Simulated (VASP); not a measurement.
# Br (Pm-3m) in VASP: notebook

Br is run at these levels: r2SCAN; tasks: single point.

Program: VASP 6.6.1. These are calculated values, not measurements. Logs are shortened: lines on timing, memory, paths and dates and some standing lists are left out, and cuts for length are marked.

### 1 The cell of the first run

The structure is cubic, space group Pm-3m (No. 221). The conventional cell has a = 4.472 Å, b = 4.472 Å, c = 4.472 Å, α = 90.00°, β = 90.00°, γ = 90.00°. Br (site symmetry 4/mmm) has 8 Br at 3.16 Å within 4.2 Å.

### 2 Single point, r2SCAN

POSCAR

```
Br
1.0
    4.4716132910      0.0000000000      0.0000000000
    0.0000000000      4.4716132910      0.0000000000
    0.0000000000      0.0000000000      4.4716132910
Br
3
Direct
    0.5000000000      0.0000000000      0.0000000000
    0.0000000000      0.5000000000      0.0000000000
    0.0000000000      0.0000000000      0.5000000000
```

INCAR.step1

```
SYSTEM = Br
PREC     = Accurate       ! precision mode
ENCUT    = 520            ! plane-wave cutoff, eV
ISMEAR   = 0              ! smearing method
SIGMA    = 0.15           ! smearing width, eV
LREAL    = .False.        ! projectors in reciprocal space
LASPH    = .True.         ! aspherical terms in the spheres
NELM     = 100            ! most SCF steps
NBANDS   = 18             ! bands
GGA      = PE             ! functional
ALGO     = Normal         ! electronic algorithm
EDIFF    = 1E-4           ! SCF threshold, eV
LWAVE    = .True.         ! write WAVECAR
LCHARG   = .False.        ! write CHGCAR
```

INCAR.step2

```
SYSTEM = Br
PREC     = Accurate       ! precision mode
ENCUT    = 520            ! plane-wave cutoff, eV
EDIFF    = 1E-6           ! SCF threshold, eV
ISMEAR   = 0              ! smearing method
SIGMA    = 0.15           ! smearing width, eV
LREAL    = .False.        ! projectors in reciprocal space
LASPH    = .True.         ! aspherical terms in the spheres
NELM     = 100            ! most SCF steps
ALGO     = Normal         ! electronic algorithm
ISIF     = 2              ! what is computed and relaxed
LWAVE    = .False.        ! write WAVECAR
LCHARG   = .True.         ! write CHGCAR
METAGGA  = R2SCAN         ! meta-GGA
LMIXTAU  = .True.       
LELF     = .True.         ! ELF
LVHAR    = .True.       
NBANDS   = 18             ! bands
ISTART   = 1
```

KPOINTS

```
regular mesh
0
Gamma
  5 5 5
  0 0 0
```

Potentials or basis: VASP PAW PBE potentials, release 64 (Br).

The run is started by

```bash
$ cat potpaw_PBE.64/Br/POTCAR > POTCAR
$ cp INCAR.step1 INCAR
$ mpirun -np 1 vasp_std > vasp.out
$ cp INCAR.step2 INCAR
$ mpirun -np 1 vasp_std > vasp.out
```

OUTCAR:

```text
SYSTEM = Br
   PREC = Accurate
   ENCUT = 520
   EDIFF = 1E-6
   ISMEAR = 0
   LREAL = .False.
   LASPH = .True.
   NELM = 100
   ISIF = 2
   METAGGA = R2SCAN
   ISTART = 1

 ion  position               nearest neighbor table
   1  0.500  0.000  0.000-
   2  0.000  0.500  0.000-
   3  0.000  0.000  0.500-

  LATTYP: Found a simple cubic cell.
 ALAT       =     4.4716132910

  Lattice vectors:

 A1 = (   4.4716132910,   0.0000000000,   0.0000000000)
 A2 = (   0.0000000000,   4.4716132910,   0.0000000000)
 A3 = (   0.0000000000,   0.0000000000,   4.4716132910)

Analysis of symmetry for initial positions (statically):
=====================================================================
 Subroutine PRICEL returns:
 Original cell was already a primitive cell.

 Routine SETGRP: Setting up the symmetry group for a
 simple cubic supercell.

 Subroutine GETGRP returns: Found 48 space group operations
 (whereof 48 operations were pure point group operations)
 out of a pool of 48 trial point group operations.

The static configuration has the point symmetry O_h .

Analysis of symmetry for dynamics (positions and initial velocities):
=====================================================================
 Subroutine PRICEL returns:
 Original cell was already a primitive cell.

 Routine SETGRP: Setting up the symmetry group for a
 simple cubic supercell.

 Subroutine GETGRP returns: Found 48 space group operations
 (whereof 48 operations were pure point group operations)
 out of a pool of 48 trial point group operations.

The dynamic configuration has the point symmetry O_h .

 Subroutine INISYM returns: Found 48 space group operations
 (whereof 48 operations are pure point group operations),
 and found     1 'primitive' translations

----------------------------------------------------------------------------------------

                                     Primitive cell

  volume of cell :      89.4114

  direct lattice vectors                    reciprocal lattice vectors
     4.471613291  0.000000000  0.000000000     0.223632934  0.000000000  0.000000000
     0.000000000  4.471613291  0.000000000     0.000000000  0.223632934  0.000000000
     0.000000000  0.000000000  4.471613291     0.000000000  0.000000000  0.223632934

  length of vectors
     4.471613291  4.471613291  4.471613291     0.223632934  0.223632934  0.223632934

[... 66 lines left out ...]
   NELM   =    100;   NELMIN=  2; NELMDL=  0     # of ELM steps
   EDIFF  = 0.1E-05   stopping-criterion for ELM
   LREAL  =      F    real-space projection
   EDIFFG = 0.1E-04   stopping-criterion for IOM
   NSW    =      0    number of steps for IOM
   IBRION =     -1    ionic relax: 0-MD 1-quasi-New 2-CG
   NFREE  =      0    steps in history (QN), initial steepest desc. (CG)
   ISIF   =      2    stress and relaxation
   ISYM   =      2    0-nonsym 1-usesym 2-fastsym
   POTIM  = 0.5000    time-step for ionic-motion
   TEBEG  =    0.0;   TEEND  =   0.0 temperature during run
   PSTRESS=    0.0 pullay stress
   NELECT =      21.0000    total number of electrons
   NUPDOWN=      -1.0000    fix difference up-down
   EMIN   =  10.00;   EMAX   =-10.00  energy-range for DOS
   EFERMI =   0.00;   METHOD = LEGACY
   ISMEAR =     0;   SIGMA  =   0.15  broadening in eV -4-tet -1-fermi 0-gaus
   EFERMI_NEDOS =   21; number of points for ismear=-14 and -15
   IALGO  =     38    algorithm
   IMIX   =      4    mixing-type and parameters
     AMIX     =   0.40;   BMIX     =  1.00
     AMIX_MAG =   1.60;   BMIX_MAG =  1.00
  volume/ion in A,a.u.               =      29.80       201.13
  Fermi-wavevector in a.u.,A,eV,Ry     =   1.010067  1.908751 13.881156  1.020236
  Thomas-Fermi vector in A             =   2.143034
   LORBIT       =      0    0 simple, 1 ext, 2 COOP (PROOUT), +10 PAW based schemes
   METAGGA = R2SCAN    functional components
   LHFCALC =     F    Hartree Fock is set to
   AEXX    =    0.0000 exact exchange contribution
   IVDW    =     0    specifies the selected vdW correction
   LEPSILON=     F    determine dielectric tensor
   LRPA    =     F    only Hartree local field effects (RPA)
 non-spin polarized calculation
 Gauss-broadening in eV      SIGMA  =   0.15
  energy-cutoff  :      520.00
  volume of cell :       89.41
 maximum number of plane-waves:      2469
 NGX is ok and might be reduce to    36
   NGX = 17   NGY = 17   NGZ = 17

 number of electron      20.9999991 magnetization

 Free energy of the ion-electron system (eV)
  ---------------------------------------------------
  ext. energy  EPLUGINS =         0.00000000
  ---------------------------------------------------
  free energy    TOTEN  =       -37.75037576 eV

  energy without entropy =      -37.68508622  energy(sigma->0) =      -37.71773099

 E-fermi :   0.6204     XC(G=0):  -8.9519

 val. band max:        0.5683494863   @ k =   0.4000   0.0000   0.0000
 cond. band min:       0.6803625858   @ k =   0.4000   0.2000   0.0000
 fundamental gap:      0.1120130995
 Fermi energy:         0.6204135012

 k-point     1 :       0.0000    0.0000    0.0000
  band No.  band energies     occupation
      1     -15.6270      2.00000
      2     -13.4033      2.00000
      3     -13.4033      2.00000
      4      -3.6163      2.00000
      5      -3.6163      2.00000
      6      -3.6163      2.00000
[... 187 lines left out ...]
      5      -3.3742      2.00000
      6      -3.3403      2.00000
[... 10 lines left out ...]
     17      12.4433      0.00000
     18      13.0767      0.00000

------------------------ aborting loop because EDIFF is reached ----------------------------------------

  FORCE on cell =-STRESS in cart. coord.  units (eV):
  Direction    XX          YY          ZZ          XY          YZ          ZX
  --------------------------------------------------------------------------------------
  -------------------------------------------------------------------------------------
  Total        0.7274455      0.7274455      0.7274455      0.0000000      0.0000000      0.0000000
  in kB       13.0352198     13.0352198     13.0352198      0.0000000      0.0000000      0.0000000
  external PRESSURE =      13.0352198 kB  Pullay stress =       0.0000000 kB

 VOLUME and BASIS-vectors are now :
 -----------------------------------------------------------------------------
  energy-cutoff  :      520.00
  volume of cell :       89.41
      direct lattice vectors                 reciprocal lattice vectors
     4.471613291  0.000000000  0.000000000     0.223632934  0.000000000  0.000000000
     0.000000000  4.471613291  0.000000000     0.000000000  0.223632934  0.000000000
     0.000000000  0.000000000  4.471613291     0.000000000  0.000000000  0.223632934

 POSITION                                       TOTAL-FORCE (eV/Angst)
 -----------------------------------------------------------------------------------
      2.23581      0.00000      0.00000         0.000000      0.000000      0.000000
      0.00000      2.23581      0.00000         0.000000      0.000000      0.000000
      0.00000      0.00000      2.23581         0.000000      0.000000      0.000000
 -----------------------------------------------------------------------------------
    total drift:                                0.000000      0.000000     -0.000000

  FREE ENERGIE OF THE ION-ELECTRON SYSTEM (eV)
  ---------------------------------------------------
  free  energy   TOTEN  =       -37.7503757567 eV

  energy  without entropy=      -37.6850862153  energy(sigma->0) =      -37.71773099
```

OUTCAR.step1:

```text
SYSTEM = Br
   PREC = Accurate
   ENCUT = 520
   ISMEAR = 0
   LREAL = .False.
   LASPH = .True.
   NELM = 100
[... 417 lines left out ...]
      2.23581      0.00000      0.00000         0.000000      0.000000      0.000000
      0.00000      2.23581      0.00000         0.000000      0.000000      0.000000
      0.00000      0.00000      2.23581         0.000000      0.000000      0.000000
 -----------------------------------------------------------------------------------
    total drift:                                0.000000      0.000000     -0.000000

  FREE ENERGIE OF THE ION-ELECTRON SYSTEM (eV)
  ---------------------------------------------------
  free  energy   TOTEN  =        -3.1331102532 eV

  energy  without entropy=       -3.0679501202  energy(sigma->0) =       -3.10053019
```

Run time: 45 s. Hardware: 1 thread of Intel Xeon Platinum 8488C (Sapphire Rapids), shared host; peak memory 0.2 GiB.

What came out:

```yaml
Free_energy: -37.7504 eV
Pressure: 1.3 GPa
```

Caveat: the PAW data sets were made with another functional, which shifts forces and pressure a little; an odd number of electrons without spin polarisation forces a metal; a magnetic or distorted state may lie lower.

### 3 Single point, r2SCAN

This run uses another cell than the first one, of 30.67 Å³/atom, 1.029 times its volume.

POSCAR

```
Br
1.0
    4.5144064489      0.0000000000      0.0000000000
    0.0000000000      4.5144064489      0.0000000000
    0.0000000000      0.0000000000      4.5144064489
Br
3
Direct
    0.5000000000      0.0000000000      0.0000000000
    0.0000000000      0.5000000000      0.0000000000
    0.0000000000      0.0000000000      0.5000000000
```

INCAR.step1

```
PREC = Accurate ; ENCUT = 520
ISMEAR = 0 ; SIGMA = 0.15
LREAL = F ; LASPH = T
NELM = 100 ; NBANDS = 18
GGA = PE ; ALGO = Normal
EDIFF = 1E-4 ; LWAVE = T
LCHARG = F
```

INCAR.step2

```
PREC = Accurate ; ENCUT = 520
EDIFF = 1E-6 ; ISMEAR = 0
SIGMA = 0.15 ; LREAL = F
LASPH = T ; NELM = 100
ALGO = Normal ; ISIF = 2
LWAVE = F ; LCHARG = F
METAGGA = R2SCAN ; LMIXTAU = T
NBANDS = 18 ; ISTART = 1
```

KPOINTS

```
regular mesh
0
Gamma
  5 5 5
```

Potentials or basis: VASP PAW PBE potentials, release 64 (Br).

The run is started by

```bash
$ cat potpaw_PBE.64/Br/POTCAR > POTCAR
$ cp INCAR.step1 INCAR
$ mpirun -np 1 vasp_std > vasp.out
$ cp INCAR.step2 INCAR
$ mpirun -np 1 vasp_std > vasp.out
```

Run time: 42 s. Hardware: 1 thread of Intel Xeon Platinum 8488C (Sapphire Rapids), shared host; peak memory 0.2 GiB.

It converged, with:

```yaml
Free_energy: -37.7641 eV
Pressure: 0.4 GPa
```

Levels at points of the mesh, in eV from the Fermi level:
| k point | band 8 | band 9 | band 10 | band 11 | band 12 | band 13 |
| --- | --- | --- | --- | --- | --- | --- |
| (0.00, 0.00, 0.00) | -1.06 | -1.06 | 0.38 | 0.38 | 0.38 | 5.26 |

Caveat: the PAW data sets were made with another functional, which shifts forces and pressure a little; an odd number of electrons without spin polarisation forces a metal; a magnetic or distorted state may lie lower.

### 4 Single point, r2SCAN

This run uses another cell than the first one, of 31.53 Å³/atom, 1.058 times its volume.

POSCAR

```
Br
1.0
    4.5564033392      0.0000000000      0.0000000000
    0.0000000000      4.5564033392      0.0000000000
    0.0000000000      0.0000000000      4.5564033392
Br
3
Direct
    0.5000000000      0.0000000000      0.0000000000
    0.0000000000      0.5000000000      0.0000000000
    0.0000000000      0.0000000000      0.5000000000
```

INCAR.step1

```
ALGO     = Normal         # electronic algorithm
EDIFF    = 1E-4           # SCF threshold, eV
ENCUT    = 520            # plane-wave cutoff, eV
GGA      = PE             # functional
ISMEAR   = 0              # smearing method
LASPH    = True           # aspherical terms in the spheres
LCHARG   = False          # write CHGCAR
LREAL    = False          # projectors in reciprocal space
LWAVE    = True           # write WAVECAR
NBANDS   = 18             # bands
NELM     = 100            # most SCF steps
PREC     = Accurate       # precision mode
SIGMA    = 0.15           # smearing width, eV
```

INCAR.step2

```
ALGO     = Normal         # electronic algorithm
EDIFF    = 1E-6           # SCF threshold, eV
ENCUT    = 520            # plane-wave cutoff, eV
ISIF     = 2              # what is computed and relaxed
ISMEAR   = 0              # smearing method
ISTART   = 1            
LASPH    = True           # aspherical terms in the spheres
LCHARG   = False          # write CHGCAR
LMIXTAU  = True         
LREAL    = False          # projectors in reciprocal space
LWAVE    = False          # write WAVECAR
METAGGA  = R2SCAN         # meta-GGA
NBANDS   = 18             # bands
NELM     = 100            # most SCF steps
PREC     = Accurate       # precision mode
SIGMA    = 0.15           # smearing width, eV
```

KPOINTS

```
k-points
0
Gamma
  5 5 5
```

The run is started by

```bash
$ cat potpaw_PBE.64/Br/POTCAR > POTCAR
$ cp INCAR.step1 INCAR
$ mpirun -np 1 vasp_std > vasp.out
$ cp INCAR.step2 INCAR
$ mpirun -np 1 vasp_std > vasp.out
```

It took 45 s on 1 thread of Intel Xeon Platinum 8488C (Sapphire Rapids), shared host; peak memory 0.21 GiB.

Results (log left out):

```
Free energy : -37.7644 eV
Pressure    : -0.4 GPa
```

Levels at points of the mesh, in eV from the Fermi level:
```
           k point  band 8  band 9  band 10  band 11  band 12  band 13
(0.00, 0.00, 0.00)   -1.01   -1.01     0.36     0.36     0.36     5.40
```

Caveat: the PAW data sets were made with another functional, which shifts forces and pressure a little; an odd number of electrons without spin polarisation forces a metal; a magnetic or distorted state may lie lower.

(Continued in part 2 of 2.)
